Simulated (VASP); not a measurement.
Wanted: the native input for a VASP 6.6.1 run.

```yaml
Task: single point
Functional: PBE
Potentials_or_basis: VASP PAW PBE potentials, release 64 (Ni, O)
Cutoff: 520 eV
k_mesh: 6 × 6 × 6
Occupations: gaussian, width 0.1 eV
Spin: collinear spin, ferromagnetic start
Starting_moments: "[2.0, 2.0, 2.0, 0.0] μB"
Dipole_correction: no
Further_INCAR_settings: ALGO = Normal; EDIFF = 1e-06; NBANDS = 30
```

The structure of Ni3O lies in POSCAR:

```
Ni3O
1.0
   -2.2479638213      2.2479638213      2.2479638213
    2.2479638213     -2.2479638213      2.2479638213
    2.2479638213      2.2479638213     -2.2479638213
Ni O
3 1
Direct
    0.0000000000      0.5000000000      0.5000000000
    0.5000000000      0.0000000000      0.5000000000
    0.5000000000      0.5000000000      0.0000000000
    0.0000000000      0.0000000000      0.0000000000
```

The input as run:

INCAR

```
  ALGO = Normal
  EDIFF = 1E-6
  ENCUT = 520
  GGA = PE
  ISIF = 2
  ISMEAR = 0
  ISPIN = 2
  LASPH = True
  LCHARG = True
  LELF = True
  LMAXMIX = 4
  LORBIT = 11
  LREAL = False
  LVHAR = True
  LWAVE = False
  MAGMOM = 2 2 2 0
  NBANDS = 30
  NELM = 150
  PREC = Accurate
  SIGMA = 0.1
```

KPOINTS

```
k-points
0
Gamma
  6 6 6
```

Potentials or basis: VASP PAW PBE potentials, release 64 (Ni, O).

The run is started by

```sh
$ cat potpaw_PBE.64/Ni/POTCAR potpaw_PBE.64/O/POTCAR > POTCAR
$ mpirun -np 1 vasp_std > vasp.out
```

It gave:

```yaml
Pressure: -0.5 GPa
Net_moment: 1.88 μB per cell
Site_moments: Ni +0.61; O +0.04 μB
Valence_electrons_inside_the_program's_atomic_spheres: Ni 9.21; O 4.80
```

Run time: 29 s on 1 thread of Intel(R) Xeon(R) 6975P-C (Granite Rapids), on a shared host, peak memory 0.19 GiB.
